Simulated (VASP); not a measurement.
Set up this calculation in VASP 6.6.1, as the native input.

* Task: single point
* Functional: PBE
* Dispersion: D3(BJ)
* Potentials or basis: VASP PAW PBE potentials, release 64 (Mo_sv, S)
* Cutoff: 520 eV
* k mesh: 12 × 12 × 4
* Occupations: gaussian, width 0.05 eV
* Spin: no spin polarisation
* Dipole correction: no
* Further INCAR settings: ALGO = Normal; EDIFF = 1e-06; NBANDS = 35

The structure of MoS2 lies in POSCAR:

```
MoS2
1.0
    3.1493479319      0.0000000000      0.0000000000
   -1.5746739660      2.7274153144      0.0000000000
    0.0000000000      0.0000000000     11.6603000000
Mo S
2 4
Direct
    0.6666666667      0.3333333333      0.2501439769
    0.3333333333      0.6666666667      0.7498560231
    0.3333333333      0.6666666667      0.3795985159
    0.6666666667      0.3333333333      0.8793132861
    0.3333333333      0.6666666667      0.1206867139
    0.6666666667      0.3333333333      0.6204014841
```

These files were run (other wordings do the same):

INCAR

```
SYSTEM = MoS2
  ALGO = Normal
  EDIFF = 1E-6
  ENCUT = 520
  GGA = PE
  ISIF = 2
  ISMEAR = 0
  IVDW = 12
  LASPH = .True.
  LCHARG = .True.
  LELF = .True.
  LREAL = .False.
  LVHAR = .True.
  LWAVE = .False.
  NBANDS = 35
  NELM = 100
  PREC = Accurate
  SIGMA = 0.05
```

KPOINTS

```
k-points
0
Gamma
  12 12 4
  0 0 0
```

Potentials or basis: VASP PAW PBE potentials, release 64 (Mo_sv, S).

Launch:

```console
$ cat potpaw_PBE.64/Mo_sv/POTCAR potpaw_PBE.64/S/POTCAR > POTCAR
$ mpirun -np 1 vasp_std > vasp.out
```

It gave:

```yaml
Pressure: 6.5 GPa
Largest_force: 1.063 eV/Å
Band_gap_on_the_k_mesh: 0.59 eV (least direct gap 1.59 eV)
Dispersion_energy_per_atom: -0.454 eV
```

Caveat: the stress differs along the axes, from 4 to 12 GPa; semilocal functionals underestimate gaps, and a narrow one can read as zero; forces of over 1 eV/Å act on the atoms, so gaps and moduli don't describe the material at rest.

Wall time 91 s on 1 thread of Intel(R) Xeon(R) 6975P-C (Granite Rapids), with other jobs on the host, peak memory 0.34 GiB.
